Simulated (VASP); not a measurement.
A run of VASP 6.6.1 is set up as follows.

File INCAR:

```
ALGO     = Normal         # electronic algorithm
EDIFF    = 1E-6           # SCF threshold, eV
ENCUT    = 520            # plane-wave cutoff, eV
ISIF     = 2              # what is computed and relaxed
ISMEAR   = -1             # smearing method
LASPH    = True           # aspherical terms in the spheres
LCHARG   = False          # write CHGCAR
LREAL    = False          # projectors in reciprocal space
LWAVE    = False          # write WAVECAR
NBANDS   = 11             # bands
NELM     = 80             # most SCF steps
PREC     = Accurate       # precision mode
SIGMA    = 0.05           # smearing width, eV
```

Contents of KPOINTS:

```
k-points
0
Gamma
  13 13 13
```

POSCAR

```
C
1.0
    0.0000000000      1.7420211848      1.7420211848
    1.7420211848      0.0000000000      1.7420211848
    1.7420211848      1.7420211848      0.0000000000
C
2
Direct
    0.5000000000      0.5000000000      0.5000000000
    0.7500000000      0.7500000000      0.7500000000
```

Potentials or basis: VASP PAW LDA potentials, release 64 (C).

Launch:

```console
$ cat potpaw_LDA.64/C/POTCAR > POTCAR
$ mpirun -np 1 vasp_std > vasp.out
```

Estimate the pressure.

22.4 GPa.

Estimate the band gap on the k mesh.

4.28 eV, indirect (least direct gap 5.74 eV).

 A k mesh can miss the band edges.
